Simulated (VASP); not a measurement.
# GaBiSe4 (F-43m) in VASP: a series of runs

The runs below take GaBiSe4 through single point, relaxation of cell and atoms, with PBE.

Everything below comes from runs of VASP 6.6.1. Logs are shortened: lines on timing, memory, paths and dates and some standing lists are left out, and cuts for length are marked.

## Step 1: The cell of the first run

The structure is cubic, space group F-43m (No. 216). Conventional cell: a = 8.383 Å, b = 8.383 Å, c = 8.383 Å, α = 90.00°, β = 90.00°, γ = 90.00°. Within 4.6 Å of Ga (site symmetry -43m) lie 12 Se at 3.47 Å and 4 Bi at 3.63 Å. Within 4.6 Å of Bi (site symmetry -43m) lie 12 Se at 3.48 Å and 4 Ga at 3.63 Å. Se (site symmetry 3m) has 6 Se at 2.91 to 3.02 Å and 3 Ga at 3.47 Å and 3 Bi at 3.48 Å within 3.8 Å.

## Step 2: Single point, PBE

Input file INCAR:

```
SYSTEM = GaBiSe4
ALGO = Normal ; EDIFF = 1E-6
ENCUT = 520 ; GGA = PE
ISIF = 2 ; ISMEAR = 0
LASPH = .TRUE. ; LCHARG = .FALSE.
LREAL = .FALSE. ; LWAVE = .FALSE.
NBANDS = 35 ; NELM = 80
PREC = Accurate ; SIGMA = 0.1
```

Input file KPOINTS:

```
k-points
0
G
  4 4 4
  0 0 0
```

Input file POSCAR:

```
GaBiSe4
1.0
    0.0000000000      4.1913711028      4.1913711028
    4.1913711028      0.0000000000      4.1913711028
    4.1913711028      4.1913711028      0.0000000000
Ga Bi Se
1 1 4
Direct
    0.0000000000      0.0000000000      0.0000000000
    0.7500000000      0.7500000000      0.7500000000
    0.8823893614      0.3725368795      0.3725368795
    0.3725368795      0.3725368795      0.3725368795
    0.3725368795      0.8823893614      0.3725368795
    0.3725368795      0.3725368795      0.8823893614
```

Potentials or basis: VASP PAW PBE potentials, release 64 (Ga_d, Bi_d, Se).

Launch:

```sh
cat potpaw_PBE.64/Ga_d/POTCAR potpaw_PBE.64/Bi_d/POTCAR potpaw_PBE.64/Se/POTCAR > POTCAR
mpirun -np 1 vasp_std > vasp.out
```

OUTCAR:

```text
SYSTEM = GaBiSe4
   EDIFF = 1E-6
   ENCUT = 520
   GGA = PE
   ISIF = 2
   ISMEAR = 0
   LASPH = .TRUE.
   LREAL = .FALSE.
   NELM = 80
   PREC = Accurate

 ion  position               nearest neighbor table
   1  0.000  0.000  0.000-
   2  0.750  0.750  0.750-
   3  0.882  0.373  0.373-
   4  0.373  0.373  0.373-
   5  0.373  0.882  0.373-
   6  0.373  0.373  0.882-

  LATTYP: Found a face centered cubic cell.
 ALAT       =     8.3827422056

  Lattice vectors:

 A1 = (   0.0000000000,   4.1913711028,   4.1913711028)
 A2 = (   4.1913711028,   0.0000000000,   4.1913711028)
 A3 = (   4.1913711028,   4.1913711028,   0.0000000000)

Analysis of symmetry for initial positions (statically):
=====================================================================
 Subroutine PRICEL returns:
 Original cell was already a primitive cell.

 Routine SETGRP: Setting up the symmetry group for a
 face centered cubic supercell.

 Subroutine GETGRP returns: Found 24 space group operations
 (whereof 24 operations were pure point group operations)
 out of a pool of 48 trial point group operations.

The static configuration has the point symmetry T_d .

Analysis of symmetry for dynamics (positions and initial velocities):
=====================================================================
 Subroutine PRICEL returns:
 Original cell was already a primitive cell.

 Routine SETGRP: Setting up the symmetry group for a
 face centered cubic supercell.

 Subroutine GETGRP returns: Found 24 space group operations
 (whereof 24 operations were pure point group operations)
 out of a pool of 48 trial point group operations.

The dynamic configuration has the point symmetry T_d .

 Subroutine INISYM returns: Found 24 space group operations
 (whereof 24 operations are pure point group operations),
 and found     1 'primitive' translations

----------------------------------------------------------------------------------------

                                     Primitive cell

  volume of cell :     147.2646

  direct lattice vectors                    reciprocal lattice vectors
     0.000000000  4.191371103  4.191371103    -0.119292706  0.119292706  0.119292706
     4.191371103  0.000000000  4.191371103     0.119292706 -0.119292706  0.119292706
[... 76 lines left out ...]
   EDIFF  = 0.1E-05   stopping-criterion for ELM
   LREAL  =      F    real-space projection
   EDIFFG = 0.1E-04   stopping-criterion for IOM
   NSW    =      0    number of steps for IOM
   IBRION =     -1    ionic relax: 0-MD 1-quasi-New 2-CG
   NFREE  =      0    steps in history (QN), initial steepest desc. (CG)
   ISIF   =      2    stress and relaxation
   ISYM   =      2    0-nonsym 1-usesym 2-fastsym
   POTIM  = 0.5000    time-step for ionic-motion
   TEBEG  =    0.0;   TEEND  =   0.0 temperature during run
   PSTRESS=    0.0 pullay stress
   NELECT =      52.0000    total number of electrons
   NUPDOWN=      -1.0000    fix difference up-down
   EMIN   =  10.00;   EMAX   =-10.00  energy-range for DOS
   EFERMI =   0.00;   METHOD = LEGACY
   ISMEAR =     0;   SIGMA  =   0.10  broadening in eV -4-tet -1-fermi 0-gaus
   EFERMI_NEDOS =   21; number of points for ismear=-14 and -15
   IALGO  =     38    algorithm
   IMIX   =      4    mixing-type and parameters
     AMIX     =   0.40;   BMIX     =  1.00
     AMIX_MAG =   1.60;   BMIX_MAG =  1.00
  volume/ion in A,a.u.               =      24.54       165.63
  Fermi-wavevector in a.u.,A,eV,Ry     =   1.157115  2.186630 18.217044  1.338915
  Thomas-Fermi vector in A             =   2.293729
   LORBIT       =      0    0 simple, 1 ext, 2 COOP (PROOUT), +10 PAW based schemes
   GGA     = PE    functional components
   LHFCALC =     F    Hartree Fock is set to
   AEXX    =    0.0000 exact exchange contribution
   IVDW    =     0    specifies the selected vdW correction
   LEPSILON=     F    determine dielectric tensor
   LRPA    =     F    only Hartree local field effects (RPA)
 non-spin polarized calculation
 Gauss-broadening in eV      SIGMA  =   0.10
  energy-cutoff  :      520.00
  volume of cell :      147.26
 maximum number of plane-waves:      3996
 NGX is ok and might be reduce to    48
   NGX = 21   NGY = 21   NGZ = 21

 number of electron      51.9999999 magnetization

 Free energy of the ion-electron system (eV)
  ---------------------------------------------------
  ext. energy  EPLUGINS =         0.00000000
  ---------------------------------------------------
  free energy    TOTEN  =       -17.87795250 eV

  energy without entropy =      -17.82139247  energy(sigma->0) =      -17.84967248

 E-fermi :   5.1111     XC(G=0):  -9.9999

 val. band max:        5.0923179785   @ k =   0.2500   0.0000   0.0000
 cond. band min:       5.1396592336   @ k =   0.2500   0.2500   0.0000
 fundamental gap:      0.0473412551
 Fermi energy:         5.1111187992

 k-point     1 :       0.0000    0.0000    0.0000
  band No.  band energies     occupation
      1     -18.2783      2.00000
      2     -18.2783      2.00000
      3     -18.2783      2.00000
      4     -18.2744      2.00000
      5     -18.2744      2.00000
      6     -10.1799      2.00000
[... 293 lines left out ...]
     34       8.7599      0.00000
     35      12.3470      0.00000

------------------------ aborting loop because EDIFF is reached ----------------------------------------

  FORCE on cell =-STRESS in cart. coord.  units (eV):
  Direction    XX          YY          ZZ          XY          YZ          ZX
  --------------------------------------------------------------------------------------
  -------------------------------------------------------------------------------------
  Total       -0.0396214     -0.0396214     -0.0396214     -0.0000000     -0.0000000      0.0000000
  in kB       -0.4310641     -0.4310641     -0.4310641     -0.0000000     -0.0000000      0.0000000
  external PRESSURE =      -0.4310641 kB  Pullay stress =       0.0000000 kB

 VOLUME and BASIS-vectors are now :
 -----------------------------------------------------------------------------
  energy-cutoff  :      520.00
  volume of cell :      147.26
      direct lattice vectors                 reciprocal lattice vectors
     0.000000000  4.191371103  4.191371103    -0.119292706  0.119292706  0.119292706
     4.191371103  0.000000000  4.191371103     0.119292706 -0.119292706  0.119292706
     4.191371103  4.191371103  0.000000000     0.119292706  0.119292706 -0.119292706

 POSITION                                       TOTAL-FORCE (eV/Angst)
 -----------------------------------------------------------------------------------
      0.00000      0.00000      0.00000         0.000000      0.000000     -0.000000
      6.28706      6.28706      6.28706         0.000000      0.000000     -0.000000
      3.12288      5.25986      5.25986        -0.008401      0.008401      0.008401
      3.12288      3.12288      3.12288        -0.008401     -0.008401     -0.008401
      5.25986      3.12288      5.25986         0.008401     -0.008401      0.008401
      5.25986      5.25986      3.12288         0.008401      0.008401     -0.008401
 -----------------------------------------------------------------------------------
    total drift:                                0.000000      0.000000      0.000000

  FREE ENERGIE OF THE ION-ELECTRON SYSTEM (eV)
  ---------------------------------------------------
  free  energy   TOTEN  =       -17.8779524964 eV

  energy  without entropy=      -17.8213924726  energy(sigma->0) =      -17.84967248
```

OSZICAR:

```text
N       E                     dE             d eps       ncg     rms          rms(c)
DAV:   1     0.477739632393E+03    0.47774E+03   -0.23710E+04   592   0.168E+03
DAV:   2     0.465047694469E+02   -0.43123E+03   -0.41636E+03   616   0.430E+02
DAV:   3    -0.147373925298E+02   -0.61242E+02   -0.59056E+02   694   0.148E+02
DAV:   4    -0.182692358401E+02   -0.35318E+01   -0.34201E+01   631   0.352E+01
DAV:   5    -0.183874870173E+02   -0.11825E+00   -0.11791E+00   725   0.675E+00    0.716E+00
DAV:   6    -0.179970047892E+02    0.39048E+00   -0.34644E+00   679   0.724E+00    0.413E+00
DAV:   7    -0.178828788805E+02    0.11413E+00   -0.43675E-01   618   0.296E+00    0.279E+00
DAV:   8    -0.178814110442E+02    0.14678E-02   -0.86405E-02   621   0.127E+00    0.331E-01
DAV:   9    -0.178778540505E+02    0.35570E-02   -0.18671E-02   655   0.520E-01    0.163E-01
DAV:  10    -0.178779369486E+02   -0.82898E-04   -0.15174E-03   621   0.195E-01    0.283E-02
DAV:  11    -0.178779501449E+02   -0.13196E-04   -0.10259E-04   852   0.523E-02    0.133E-02
DAV:  12    -0.178779526310E+02   -0.24862E-05   -0.11776E-05   581   0.174E-02    0.478E-03
DAV:  13    -0.178779524964E+02    0.13457E-06   -0.12583E-06   404   0.770E-03
   1 F= -.17877952E+02 E0= -.17849672E+02  d E =-.565600E-01
```

stdout:

```text
POSCAR found type information on POSCAR GaBiSe
 POSCAR found :  3 types and       6 ions
 scaLAPACK will be used
 LDA part: xc-table for (Slater+PW92), standard interpolation
 POSCAR, INCAR and KPOINTS ok, starting setup
 FFT: planning ... GRIDC
 FFT: planning ... GRID_SOFT
 FFT: planning ... GRID
 WAVECAR not read
 entering main loop
```

It took 68 s on 1 thread of AMD EPYC 7R13, shared host; peak memory 0.3 GiB.

What came out:

- Free energy: -17.8780 eV
- Pressure: 0.0 GPa
- Largest force: 0.015 eV/Å
- Band gap on the k mesh: zero (band 26 reaches 6.07 eV, above the bottom of band 27 at 5.09 eV)

Forces on the atoms (eV/Å):
```
Ga   0.000  0.000  0.000
Bi   0.000  0.000  0.000
Se  -0.008  0.008  0.008
Se  -0.008 -0.008 -0.008
Se   0.008 -0.008  0.008
Se   0.008  0.008 -0.008
```

Levels at points of the mesh, in eV from the Fermi level:
| k point | band 23 | band 24 | band 25 | band 26 | band 27 | band 28 | band 29 | band 30 |
| --- | --- | --- | --- | --- | --- | --- | --- | --- |
| (0.00, 0.00, 0.00) | -1.21 | -1.21 | -1.21 | 0.96 | 0.96 | 0.96 | 1.67 | 1.67 |
| (0.50, 0.00, 0.00) | -2.03 | -2.03 | -1.53 | -0.22 | 0.87 | 0.87 | 1.02 | 2.03 |
| (0.50, 0.50, 0.00) | -2.07 | -2.01 | -1.69 | -1.39 | 0.55 | 0.99 | 0.99 | 1.74 |

Caveat: spin-orbit coupling is left out, which moves the levels of the heavy elements.

## Step 3: Single point, PBE

This run uses another cell than the first one, of 23.94 Å³/atom, 0.975 times its volume.

Input file INCAR:

```
PREC = Accurate ; ENCUT = 520
EDIFF = 1E-6 ; ISMEAR = 0
SIGMA = 0.1 ; LREAL = False
LASPH = True ; NELM = 60
ALGO = Normal ; ISIF = 2
LWAVE = False ; LCHARG = True
GGA = PE ; LELF = True
LVHAR = True ; NBANDS = 35
```

Input file KPOINTS:

```
regular mesh
0
Gamma
  8 8 8
```

Input file POSCAR:

```
GaBiSe4
1.0
    0.0000000000      4.1566627025      4.1566627025
    4.1566627025      0.0000000000      4.1566627025
    4.1566627025      4.1566627025      0.0000000000
Ga Bi Se
1 1 4
Direct
    0.0000000000      0.0000000000      0.0000000000
    0.2500000000      0.2500000000      0.2500000000
    0.6257577010      0.6257577010      0.1227268969
    0.6257577010      0.1227268969      0.6257577010
    0.1227268969      0.6257577010      0.6257577010
    0.6257577010      0.6257577010      0.6257577010
```

Potentials or basis: VASP PAW PBE potentials, release 64 (Ga_d, Bi_d, Se).

Launch:

```sh
cat potpaw_PBE.64/Ga_d/POTCAR potpaw_PBE.64/Bi_d/POTCAR potpaw_PBE.64/Se/POTCAR > POTCAR
mpirun -np 1 vasp_std > vasp.out
```

It took 3.7 min on 1 thread of AMD EPYC 7R13, shared host; peak memory 0.37 GiB.

Results (log left out):

| Property | Result |
| --- | --- |
| Free energy | -18.2708 eV |
| Pressure | 0.0 GPa |
| Band gap on the k mesh | zero (band 26 reaches 6.36 eV, above the bottom of band 27 at 5.31 eV) |

Levels at points of the mesh, in eV from the Fermi level:
| k point | band 24 | band 25 | band 26 | band 27 | band 28 | band 29 |
| --- | --- | --- | --- | --- | --- | --- |
| (0.00, 0.00, 0.00) | -1.34 | -1.34 | 0.91 | 0.91 | 0.91 | 1.65 |
| (0.50, 0.00, 0.00) | -2.25 | -1.67 | -0.29 | 0.84 | 0.84 | 0.97 |
| (0.50, 0.50, 0.00) | -2.06 | -1.95 | -1.50 | 0.44 | 0.95 | 0.95 |

Caveat: spin-orbit coupling is left out, which moves the levels of the heavy elements.

[end of part 1 of 2]
